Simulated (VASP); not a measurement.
Input of a VASP 6.6.1 run:

Contents of INCAR:

```
  PREC = Accurate
  ENCUT = 500
  EDIFF = 1E-6
  ISMEAR = -1
  SIGMA = 0.1
  LREAL = False
  LASPH = True
  NELM = 120
  ALGO = Normal
  ISIF = 2
  LWAVE = False
  LCHARG = True
  GGA = PE
  LELF = True
  LVHAR = True
  NBANDS = 10
  GGA_COMPAT = False
```

Contents of KPOINTS:

```
regular mesh
0
Gamma
  12 12 12
```

File POSCAR:

```
Na
1.0
   -2.1000000000      2.1000000000      2.1000000000
    2.1000000000     -2.1000000000      2.1000000000
    2.1000000000      2.1000000000     -2.1000000000
Na
1
Direct
    0.0000000000      0.0000000000      0.0000000000
```

Potentials or basis: VASP PAW PBE potentials, release 64 (Na_pv).

Command:

```sh
$ cat potpaw_PBE.64/Na_pv/POTCAR > POTCAR
$ mpirun -np 1 vasp_std > vasp.out
```

(1) Predict the pressure.

(2) What does it give for the band gap on the k mesh?

Results:

(1) 0.0 GPa.

(2) zero (an odd number of electrons rules out a gap without spin polarisation).
